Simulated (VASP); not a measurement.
Input of a VASP 6.6.1 run:

POSCAR

```
HfO2
1.0
    0.0000000000      2.5291609861      2.5291609861
    2.3774113269      0.0000000000      2.5291609861
    2.3774113269      2.5291609861      0.0000000000
Hf O
1 2
Direct
    0.0000000000      0.0000000000      0.0000000000
    0.2500000000      0.2500000000      0.2500000000
    0.7500000000      0.7500000000      0.7500000000
```

Contents of INCAR.step1:

```
SYSTEM = HfO2
PREC = Accurate
ENCUT = 520
ISMEAR = 0
SIGMA = 0.05
LREAL = .False.
LASPH = .True.
NELM = 80
NBANDS = 18
GGA = PE
ALGO = Normal
EDIFF = 1E-4
LWAVE = .True.
LCHARG = .False.
```

Contents of INCAR.step2:

```
SYSTEM = HfO2
PREC = Accurate
ENCUT = 520
EDIFF = 1E-6
ISMEAR = 0
SIGMA = 0.05
LREAL = .False.
LASPH = .True.
NELM = 80
ALGO = Normal
ISIF = 2
LWAVE = .False.
LCHARG = .True.
METAGGA = R2SCAN
LMIXTAU = .True.
LELF = .True.
LVHAR = .True.
NBANDS = 18
ISTART = 1
```

File KPOINTS:

```
regular mesh
0
Gamma
  8 8 8
  0 0 0
```

Potentials or basis: VASP PAW PBE potentials, release 64 (Hf_pv, O).

Launch:

```sh
$ cat potpaw_PBE.64/Hf_pv/POTCAR potpaw_PBE.64/O/POTCAR > POTCAR
$ cp INCAR.step1 INCAR
$ mpirun -np 1 vasp_std > vasp.out
$ cp INCAR.step2 INCAR
$ mpirun -np 1 vasp_std > vasp.out
```

(1) Estimate the band gap on the k mesh.

(2) Estimate the pressure.

## Answers

(1) 3.66 eV (least direct gap 3.90 eV).

(2) 14.7 GPa.

Caveat: the cell differs from its parent crystal (strain -0.0600 x Voigt [1, 0, 0, 0, 0, 0]); the cell stands under pressure; the PAW data sets were made with another functional, which shifts forces and pressure a little; spin-orbit coupling is left out, which moves the levels of the heavy elements.
